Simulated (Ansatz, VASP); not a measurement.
**One calculation of W8C8N, two programs**

```
W C N
1.0
    -2.83473   -4.90990    0.00000
     4.25209   -2.45495    0.00000
     0.00000    0.00000    5.57240
W C N
8 8 1
Direct
  0.74993 0.46080 0.00745
  0.74993 0.50356 0.50745
  0.47873 0.01551 0.00745
  0.49977 0.99823 0.50745
  0.24993 0.50748 0.00745
  0.24993 0.49703 0.50745
  0.02112 0.01552 0.00745
  0.00008 0.99823 0.50745
  0.49207 0.66220 0.26440
  0.49207 0.66220 0.75050
  0.24992 0.17481 0.26395
  0.24993 0.17482 0.75095
  0.00779 0.66220 0.26440
  0.00779 0.66221 0.75050
  0.74992 0.16635 0.27015
  0.74992 0.16635 0.74475
  0.74992 0.82402 0.00745
```

Alike in both runs: functional PBE; k mesh 3 × 4 × 3; occupations gaussian, width 0.1 eV; no spin polarisation.

Ansatz relaxed the structure, and its values are those at the end. VASP's run is a single point on that final structure, the one shown.

|  | VASP | Ansatz |
| --- | --- | --- |
| version | VASP 6.6.1 | Ansatz 0.2.0 |
| potentials or method | VASP PAW PBE potentials, release 64 (W_sv, C, N), cutoff 520 eV | scalar-relativistic, plane waves, PAW |
| valence electrons in the cell | 149 | 149 |

|  | VASP | Ansatz | Ansatz less VASP |
| --- | --- | --- | --- |
| rms of the force components (eV/Å) | 0.042 | 0.001 | -0.0412 |

The functional is the same, so the differences come from potentials, cutoffs and numerics.

The k mesh is coarse, so the values compare programs but aren't converged. Neither program's run includes spin-orbit coupling.
